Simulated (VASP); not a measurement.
Input of a VASP 6.6.1 run:

INCAR

```
SYSTEM = Be6S
  PREC = Accurate
  ENCUT = 600
  EDIFF = 1E-6
  ISMEAR = 0
  SIGMA = 0.1
  LREAL = .FALSE.
  LASPH = .TRUE.
  NELM = 60
  ALGO = Fast
  ISIF = 4
  LWAVE = .FALSE.
  LCHARG = .FALSE.
  GGA = PE
  IBRION = 2
  NSW = 50
  EDIFFG = -0.01
```

Contents of KPOINTS:

```
regular mesh
0
G
  10 10 10
  0 0 0
```

POSCAR

```
Be6S
1.0
    1.6563264305     -6.2920688864      0.0000000000
    1.6563264305      6.2920688864      0.0000000000
    0.0000000000      0.0000000000      3.3131157860
Be S
6 1
Direct
    0.3948481735      0.1198734532      0.7443515750
    0.8801265468      0.6051518265      0.2556484250
    0.6051518265      0.8801265468      0.7443515750
    0.1198734532      0.3948481735      0.2556484250
    0.0000000000      0.5000000000      0.7519161798
    0.5000000000      0.0000000000      0.2480838202
    0.5000000000      0.5000000000      0.5000000000
```

Potentials or basis: VASP PAW PBE potentials, release 64 (Be, S).

Run with:

```console
$ cat potpaw_PBE.64/Be/POTCAR potpaw_PBE.64/S/POTCAR > POTCAR
$ mpirun -np 1 vasp_std > vasp.out
```

(1) Predict the band gap on the k mesh.

## Answers

(1) zero (bands 9 and 10 overlap by 4.02 eV).
